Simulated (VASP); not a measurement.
MgO, 2 atoms in the cell. Symmetry: Fm-3m, No. 225, cubic system. The conventional cell has a = 4.186 Å, b = 4.186 Å, c = 4.186 Å, α = 90.00°, β = 90.00°, γ = 90.00°. Mg (site symmetry m-3m) has 6 O at 2.09 Å within 2.8 Å. Within 2.8 Å of O (site symmetry m-3m) lie 6 Mg at 2.09 Å. 

```yaml
Program: VASP 6.6.1
Task: single point
Functional: PBE
Potentials_or_basis: VASP PAW PBE potentials, release 64 (Mg, O)
Cutoff: 600 eV
k_mesh: 10 × 10 × 10
Occupations: gaussian, width 0.01 eV
Spin: no spin polarisation
Dipole_correction: no
Further_INCAR_settings: ALGO = Normal; EDIFF = 1e-06; NBANDS = 11
```

Potentials or basis: VASP PAW PBE potentials, release 64 (Mg, O).

Launch:

```bash
$ cat potpaw_PBE.64/Mg/POTCAR potpaw_PBE.64/O/POTCAR > POTCAR
$ mpirun -np 1 vasp_std > vasp.out
```

Hardware: 1 thread of Intel(R) Xeon(R) 6975P-C (Granite Rapids) (shared host).

**Question.** Estimate the wall time of this run.

**Answer.** It took 4.3 s on 1 thread of Intel(R) Xeon(R) 6975P-C (Granite Rapids) (shared host), peak memory 0.14 GiB. Counts: scf iterations 12, k points 47.
